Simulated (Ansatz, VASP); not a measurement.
# One calculation of C, two programs

```
C
1.0
     1.23248    0.71157    3.36094
    -1.23248    0.71157    3.36094
     0.00000   -1.42315    3.36094
C
2
Direct
  0.17714 0.17714 0.14552
  0.82286 0.82286 0.85448
```

Change from the starting cell: mode 4 frozen in at +0.000 Å and mode 6 at +0.045 Å (largest displacements).

Alike in both runs: task single point; functional PBE; dispersion D3(BJ); k mesh 15 × 15 × 15; occupations gaussian, width 0.05 eV; no spin polarisation.

|  | VASP | Ansatz |
| --- | --- | --- |
| version | VASP 6.6.1 | Ansatz 0.2.0 |
| potentials or method | VASP PAW PBE potentials, release 64 (C), cutoff 520 eV | scalar-relativistic, plane waves, PAW |
| valence electrons in the cell | 8 | 8 |

VASP gave:

| Quantity | Value |
| --- | --- |
| gap on the k mesh at the Fermi level (eV) | 0.42 |
| least direct gap on the mesh (eV) | 0.42 |
| pressure (GPa) | 3.7 |
| traceless stress, the component that is largest in VASP (GPa) | 10.53 |
| rms of the force components (eV/Å) | 2.485 |

Problem. Which values does Ansatz return?

Solution. gap on the k mesh at the Fermi level (eV): 0.42; least direct gap on the mesh (eV): 0.42; pressure (GPa): 3.3; traceless stress, the component that is largest in VASP (GPa): 10.13; rms of the force components (eV/Å): 2.481.

Atom by atom the forces differ by 0.004 eV/Å (rms over components).
